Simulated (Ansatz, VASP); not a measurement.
## Two plane-wave programs on CdS

```xyz
4
Lattice="4.0838 0.0000 0.0000 -2.0419 3.5367 0.0000 0.0000 0.0000 6.6410" Properties=species:S:1:pos:R:3 pbc="T T T"
Cd    0.0000    2.3578    0.0013
Cd    2.0419    1.1789    3.3218
S     0.0000    2.3578    2.5024
S     2.0419    1.1789    5.8229
```

Change from the starting cell: strained cell.

Alike in both runs: functional PBEsol; k mesh 6 × 6 × 4; occupations gaussian, width 0.02 eV; no spin polarisation.

Ansatz relaxed the structure, and its values are those at the end. VASP's run is a single point on that final structure, the one shown.

|  | VASP | Ansatz |
| --- | --- | --- |
| version | VASP 6.6.1 | Ansatz 0.2.0 |
| potentials or method | VASP PAW PBE potentials, release 64 (Cd, S), cutoff 500 eV | scalar-relativistic, plane waves, PAW |
| valence electrons in the cell | 36 | 52 |

Ansatz gave:

| Item | Value |
| --- | --- |
| gap on the k mesh at the Fermi level (eV) | 1.16 |
| least direct gap on the mesh (eV) | 1.16 |
| pressure (GPa) | 2.0 |

Question: Which values does VASP return?

Answer: gap on the k mesh at the Fermi level (eV): 1.16; least direct gap on the mesh (eV): 1.16; pressure (GPa): 2.4.

VASP's potentials were made for PBE, not for PBEsol, and Ansatz warns of the same on its side. The functional is the same, so the differences come from potentials, cutoffs and numerics. VASP's potentials hold 36 valence electrons a cell and Ansatz's 52, so a difference there can come from the potentials and not from the codes. Ansatz's warnings: stress scf threshold loose.
